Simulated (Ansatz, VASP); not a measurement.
# Two plane-wave programs on Rb3Mg

Contents of INCAR:

```
PREC = Accurate
ENCUT = 520
EDIFF = 1E-7
ISMEAR = 0
SIGMA = 0.1
LREAL = F
LASPH = T
NELM = 100
ALGO = Fast
ISIF = 2
LWAVE = F
LCHARG = F
GGA = PE
NBANDS = 22
```

Contents of KPOINTS:

```
Automatic mesh
0
Gamma
  4 4 2
```

The input POSCAR:

```
Rb3Mg
1.0
    4.1277408800      0.0000000000      0.0000000000
    0.0000000000      4.1277408800      0.0000000000
    0.0000000000      0.0000000000      8.3653103700
Rb Mg
3 1
Direct
    0.0000000000      0.0000000000      0.7474227500
    0.0000000000      0.0000000000      0.2525772500
    0.5000000000      0.5000000000      0.0000000000
    0.5000000000      0.5000000000      0.5000000000
```

Input for Ansatz:

```yaml
crystal:
  lattice:
    - [4.12774088, 0.0, 0.0]
    - [0.0, 4.12774088, 0.0]
    - [0.0, 0.0, 8.36531037]
  atoms:
    - { symbol: Rb, position: [0.0, 0.0, 0.74742275] }
    - { symbol: Rb, position: [0.0, 0.0, 0.25257725] }
    - { symbol: Rb, position: [0.5, 0.5, 0.0] }
    - { symbol: Mg, position: [0.5, 0.5, 0.5] }
basis:
  ecutwfc: 420
kpoints:
  mp_grid: { grid: [4, 4, 2] }
hamiltonian:
  xc: pbe
scf:
  occupations: { method: gaussian, width: 0.1 }
  lower_state_search: "off"
output:
  forces: true
  stress: true
  eigenvalues: true
```

Change from the starting cell: species swapped into the MnFe3 type (P4/mmm, No. 123).

Alike in both runs: task single point; functional PBE; k mesh 4 × 4 × 2; occupations gaussian, width 0.1 eV; no spin polarisation.

|  | VASP | Ansatz |
| --- | --- | --- |
| version | VASP 6.6.1 | Ansatz 0.2.0 |
| potentials or method | VASP PAW PBE potentials, release 64 (Rb_sv, Mg), cutoff 520 eV | scalar-relativistic, plane waves, PAW |
| valence electrons in the cell | 29 | 37 |

```tsv
	VASP	Ansatz	Ansatz less VASP
gap on the k mesh at the Fermi level (eV)	none	none	-
pressure (GPa)	8.3	8.3	-0.01
traceless stress, the component that is largest in VASP (GPa)	-0.23	-0.23	+0.001
rms of the force components (eV/Å)	0.271	0.270	-0.0014
```

Atom by atom the forces differ by 0.001 eV/Å (rms over components). A gap of «none» marks a metal or a gap that the smearing closes. The functional is the same, so the differences come from potentials, cutoffs and numerics. VASP's potentials hold 29 valence electrons a cell and Ansatz's 37, so a difference there can come from the potentials and not from the codes.

The k mesh is coarse, so the values compare programs but aren't converged.
